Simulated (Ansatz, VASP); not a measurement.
Si3SnO8 in VASP and in Ansatz

```
Sn Si O
1.0
     3.10488   -3.01017    0.00000
     3.10488    3.01017    0.00000
     0.00000    0.00000    5.64717
Sn Si O
1 3 8
Direct
  0.50000 0.50000 0.00000
  0.00000 0.00000 0.73872
  0.50000 0.50000 0.50000
  0.00000 0.00000 0.26128
  0.17505 0.17505 0.00000
  0.82495 0.82495 0.00000
  0.70426 0.29574 0.72273
  0.29574 0.70426 0.72273
  0.19424 0.19424 0.50000
  0.80576 0.80576 0.50000
  0.70426 0.29574 0.27727
  0.29574 0.70426 0.27727
```

Alike in both runs: task single point; functional r2SCAN; k mesh 6 × 6 × 4; no spin polarisation.

```csv
,VASP,Ansatz
version,VASP 6.6.1,Ansatz 0.2.0
potentials or method,"VASP PAW PBE potentials, release 64 (Sn_d, Si, O)","plane waves, PAW"
plane-wave cutoff (eV),520,500
occupations,"gaussian, width 0.01 eV",fixed
valence electrons in the cell,74,74
```

Ansatz gave:

- gap on the k mesh at the Fermi level (eV): 4.35
- pressure (GPa): 0.0
- rms of the force components (eV/Å): 0.000

Which values does VASP return?

gap on the k mesh at the Fermi level (eV): 4.37; pressure (GPa): 0.8; rms of the force components (eV/Å): 0.032.

VASP's potentials were made for PBE, not for r2SCAN.
